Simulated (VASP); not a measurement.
# SiC (F-43m) in VASP: further runs, part 2 of 2

VASP 6.6.1.

### Step 3. Relaxation of cell and atoms, LDA, target pressure 1 GPa, at which the enthalpy is minimised

This run uses another cell than the first one, of 10.14 Å³/atom, 1.017 times its volume.

Input file INCAR:

```
  PREC = Accurate
  ENCUT = 600
  EDIFF = 1E-6
  ISMEAR = 0
  SIGMA = 0.01
  LREAL = F
  LASPH = T
  NELM = 80
  ALGO = Normal
  ISIF = 3
  LWAVE = F
  LCHARG = F
  GGA = CA
  IBRION = 2
  NSW = 100
  EDIFFG = -0.002
  PSTRESS = 10.0
```

Input file KPOINTS:

```
Automatic mesh
0
Gamma
  10 10 10
```

Input file POSCAR:

```
SiC
1.0
    0.0000000000      2.1644887827      2.1644887827
    2.1644887827      0.0000000000      2.1644887827
    2.1644887827      2.1644887827      0.0000000000
Si C
1 1
Direct
    0.0000000000      0.0000000000      0.0000000000
    0.7500000000      0.7500000000      0.7500000000
```

Potentials or basis: VASP PAW LDA potentials, release 64 (Si, C).

Run with:

```bash
> cat potpaw_LDA.64/Si/POTCAR potpaw_LDA.64/C/POTCAR > POTCAR
> mpirun -np 1 vasp_std > vasp.out
```

Run time: 4.1 s. Hardware: 1 thread of Intel Xeon 6975P-C (Granite Rapids), shared host; peak memory 0.12 GiB.

It converged, with:

* Free energy: -16.6444 eV
* Relaxed volume: 10.11 Å³/atom
* Relaxed cell: a = 3.058 Å, b = 3.058 Å, c = 3.058 Å, α = 60.00°, β = 60.00°, γ = 60.00°
* Space group after relaxing (to 0.05 Å): F-43m (No. 216)
* Energy change on relaxing (the enthalpy is what falls): +0.1 meV/atom
* Ionic steps: 3
* Pressure after relaxing: 1.0 GPa
* Band gap on the k mesh: 1.28 eV, indirect (least direct gap 4.52 eV)

Step by step:
```
step  energy change (eV)  largest force (eV/Å)  pressure (GPa)  volume (Å³)
   1              0.0000                0.0000            0.26        20.28
   2              0.0009                0.0000            1.84        20.14
   3              0.0003                0.0000            1.00        20.22
```

Final structure:
```
Si C
1.0
     0.00000    2.16214    2.16214
     2.16214    0.00000    2.16214
     2.16214    2.16214    0.00000
Si C
1 1
Direct
  0.00000 0.00000 0.00000
  0.75000 0.75000 0.75000
```

Levels at points of the mesh, in eV from the valence-band top:
| k point | band 1 | band 2 | band 3 | band 4 | band 5 | band 6 | band 7 | band 8 |
| --- | --- | --- | --- | --- | --- | --- | --- | --- |
| (0.00, 0.00, 0.00) | -15.50 | 0.00 | 0.00 | 0.00 | 6.57 | 7.35 | 7.35 | 7.35 |
| (0.50, 0.00, 0.00) | -11.79 | -8.68 | -1.06 | -1.06 | 5.60 | 7.22 | 7.22 | 10.05 |
| (0.50, 0.50, 0.00) | -10.29 | -7.89 | -3.24 | -3.24 | 1.29 | 4.27 | 14.10 | 14.10 |

Caveat: the cell is relaxed towards a set pressure, so the enthalpy falls and the energy may rise. LDA usually gives volumes a few per cent too small.

### Step 4. Relaxation of cell and atoms, LDA, target pressure 2 GPa, at which the enthalpy is minimised

This run uses another cell than the first one, of 10.14 Å³/atom, 1.017 times its volume.

Input file INCAR:

```
SYSTEM = SiC
PREC     = Accurate       ! precision mode
ENCUT    = 600            ! plane-wave cutoff, eV
EDIFF    = 1E-6           ! SCF threshold, eV
ISMEAR   = 0              ! smearing method
SIGMA    = 0.01           ! smearing width, eV
LREAL    = .False.        ! projectors in reciprocal space
LASPH    = .True.         ! aspherical terms in the spheres
NELM     = 80             ! most SCF steps
ALGO     = Normal         ! electronic algorithm
ISIF     = 3              ! what is computed and relaxed
LWAVE    = .False.        ! write WAVECAR
LCHARG   = .False.        ! write CHGCAR
IBRION   = 2              ! ionic algorithm
NSW      = 100            ! ionic steps
EDIFFG   = -0.002         ! ionic threshold
PSTRESS  = 20.0
```

Input file KPOINTS:

```
Automatic mesh
0
Gamma
  10 10 10
  0 0 0
```

POSCAR is that of step 3.

Run with:

```bash
> cat potpaw_LDA.64/Si/POTCAR potpaw_LDA.64/C/POTCAR > POTCAR
> mpirun -np 1 vasp_std > vasp.out
```

Run time: 4.2 s. Hardware: 1 thread of Intel Xeon 6975P-C (Granite Rapids), shared host; peak memory 0.12 GiB.

The run converged. Its results:

* Free energy: -16.6436 eV
* Relaxed volume: 10.06 Å³/atom
* Relaxed cell: a = 3.053 Å, b = 3.053 Å, c = 3.053 Å, α = 60.00°, β = 60.00°, γ = 60.00°
* Space group after relaxing (to 0.05 Å): F-43m (No. 216)
* Energy change on relaxing (the enthalpy is what falls): +0.5 meV/atom
* Ionic steps: 3
* Pressure after relaxing: 2.0 GPa
* Band gap on the k mesh: 1.28 eV, indirect (least direct gap 4.53 eV)

Step by step:
```
step  energy change (eV)  largest force (eV/Å)  pressure (GPa)  volume (Å³)
   1              0.0000                0.0000            0.26        20.28
   2              0.0043                0.0000            4.04        19.96
   3              0.0011                0.0000            2.00        20.13
```

Final structure:
```
Si C
1.0
     0.00000    2.15907    2.15907
     2.15907    0.00000    2.15907
     2.15907    2.15907    0.00000
Si C
1 1
Direct
  0.00000 0.00000 0.00000
  0.75000 0.75000 0.75000
```

Levels at points of the mesh, in eV from the valence-band top:
```csv
k point,band 1,band 2,band 3,band 4,band 5,band 6,band 7,band 8
"(0.00, 0.00, 0.00)",-15.53,0.00,0.00,0.00,6.62,7.38,7.38,7.38
"(0.50, 0.00, 0.00)",-11.81,-8.71,-1.06,-1.06,5.64,7.24,7.24,10.07
"(0.50, 0.50, 0.00)",-10.30,-7.90,-3.25,-3.25,1.28,4.29,14.15,14.15
```

Caveat: the cell is relaxed towards a set pressure, so the enthalpy falls and the energy may rise.

### Step 5. Relaxation of cell and atoms, LDA, target pressure 4 GPa, at which the enthalpy is minimised

This run uses another cell than the first one, of 10.14 Å³/atom, 1.017 times its volume.

Input file INCAR:

```
ALGO     = Normal         # electronic algorithm
EDIFF    = 1E-7           # SCF threshold, eV
EDIFFG   = -0.002         # ionic threshold
ENCUT    = 600            # plane-wave cutoff, eV
IBRION   = 2              # ionic algorithm
ISIF     = 3              # what is computed and relaxed
ISMEAR   = 0              # smearing method
LASPH    = True           # aspherical terms in the spheres
LCHARG   = False          # write CHGCAR
LREAL    = False          # projectors in reciprocal space
LWAVE    = False          # write WAVECAR
NELM     = 60             # most SCF steps
NSW      = 100            # ionic steps
PREC     = Accurate       # precision mode
PSTRESS  = 40.0         
SIGMA    = 0.01           # smearing width, eV
```

Input file KPOINTS:

```
k-points
0
Gamma
  10 10 10
```

POSCAR is that of step 4.

Run with:

```bash
> cat potpaw_LDA.64/Si/POTCAR potpaw_LDA.64/C/POTCAR > POTCAR
> mpirun -np 1 vasp_std > vasp.out
```

It took 5 s on 1 thread of Intel Xeon 6975P-C (Granite Rapids), shared host; peak memory 0.12 GiB.

It converged, with:

```
Free energy                                            : -16.6405 eV
Relaxed volume                                         : 9.98 Å³/atom
Relaxed cell                                           : a = 3.045 Å, b = 3.045 Å, c = 3.045 Å, α = 60.00°, β = 60.00°, γ = 60.00°
Space group after relaxing (to 0.05 Å)                 : F-43m (No. 216)
Energy change on relaxing (the enthalpy is what falls) : +2.1 meV/atom
Ionic steps                                            : 3
Pressure after relaxing                                : 4.0 GPa
Band gap on the k mesh                                 : 1.27 eV, indirect (least direct gap 4.54 eV)
```

Step by step:
```
step  energy change (eV)  largest force (eV/Å)  pressure (GPa)  volume (Å³)
   1              0.0000                0.0000            0.25        20.28
   2              0.0188                0.0000            8.72        19.59
   3              0.0042                0.0000            3.99        19.96
```

Final structure:
```
Si C
1.0
     0.00000    2.15312    2.15312
     2.15312    0.00000    2.15312
     2.15312    2.15312    0.00000
Si C
1 1
Direct
  0.00000 0.00000 0.00000
  0.75000 0.75000 0.75000
```

Levels at points of the mesh, in eV from the valence-band top:
```tsv
k point	band 1	band 2	band 3	band 4	band 5	band 6	band 7	band 8
(0.00, 0.00, 0.00)	-15.60	0.00	0.00	0.00	6.72	7.44	7.44	7.44
(0.50, 0.00, 0.00)	-11.84	-8.75	-1.06	-1.06	5.72	7.28	7.28	10.12
(0.50, 0.50, 0.00)	-10.33	-7.93	-3.26	-3.26	1.27	4.32	14.24	14.24
```

Caveat: the cell is relaxed towards a set pressure, so the enthalpy falls and the energy may rise.

### Step 6. Overview

| task | cell | cutoff (eV) | gap on the mesh (eV) | pressure (GPa) |
| --- | --- | --- | --- | --- |
| single point | a = 3.044 Å, angles 60.0°, 2 atoms | 520 | 1.27 | 4.4 |
| relaxation of cell and atoms | relaxed to 1 GPa from a = 3.061 Å, angles 60.0°, 2 atoms | 600 | 1.28 | 1.0 |
| relaxation of cell and atoms | relaxed to 2 GPa from a = 3.061 Å, angles 60.0°, 2 atoms | 600 | 1.28 | 2.0 |
| relaxation of cell and atoms | relaxed to 4 GPa from a = 3.061 Å, angles 60.0°, 2 atoms | 600 | 1.27 | 4.0 |

Alike in all rows: level LDA; potentials or basis VASP PAW LDA potentials, release 64 (Si, C); no spin polarisation; k mesh 10 × 10 × 10; smearing gaussian 0.01 eV.

Caveats: the cell is relaxed towards a set pressure, so the enthalpy falls and the energy may rise (some runs).

Total energies depend on the potentials used, so only differences within one code and one set of settings carry meaning.
